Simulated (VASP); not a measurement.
Runs of VASP 6.6.1 on MgS. The structure is that of space group Fm-3m (No. 225), or close to it. The cells are those of the table. 

```csv
task,cell,k mesh,cutoff (eV),smearing,gap on the mesh (eV),pressure (GPa)
single point,"a = 3.661, b = 3.661, c = 3.676 Å, angles 60.1, 60.1, 90.0°, 2 atoms",8 × 8 × 8,520,gaussian 0.01 eV,3.41,(b)
single point,"a = 3.606, b = 3.606, c = 3.665 Å, angles 60.5, 60.5, 90.0°, 2 atoms",8 × 8 × 8,520,gaussian 0.01 eV,(a),(c)
relaxation of cell and atoms,"relaxed from a = 3.679 Å, angles 60.0, 60.0, 90.0°, 2 atoms",12 × 12 × 12,600,fermi-dirac 0.1 eV,3.45,0.0
single point,"a = 3.698, b = 3.698, c = 3.683 Å, angles 59.9, 59.9, 90.0°, 2 atoms",8 × 8 × 8,520,gaussian 0.01 eV,3.38,-1.0
single point,"a = 3.716, b = 3.716, c = 3.687 Å, angles 59.7, 59.7, 90.0°, 2 atoms",8 × 8 × 8,520,gaussian 0.01 eV,3.33,-1.5
single point,"a = 3.679 Å, angles 60.0, 60.0, 90.0°, 2 atoms",12 × 12 × 12,520,fermi-dirac 0.1 eV,3.43,-0.5
single point,"a = 3.679 Å, angles 60.0, 60.0, 90.0°, 2 atoms",8 × 8 × 8,520,gaussian 0.01 eV,3.43,-0.5
single point,"a = 3.753, b = 3.753, c = 3.696 Å, angles 59.5, 59.5, 90.0°, 2 atoms",8 × 8 × 8,520,gaussian 0.01 eV,3.23,-2.4
single point,"a = 3.753, b = 3.753, c = 3.694 Å, angles 59.5, 59.5, 90.0°, 2 atoms",8 × 8 × 8,520,gaussian 0.01 eV,3.23,-2.4
```

Alike in all rows: level r2SCAN; potentials or basis VASP PAW PBE potentials, release 64 (Mg, S); no spin polarisation.

**Question.** Fill in the values left out.

**Answer.** (a) 3.36; (b) 0.1; (c) 2.1.

Caveats: the PAW data sets were made with another functional, which shifts forces and pressure a little.

A k mesh can miss the band edges.
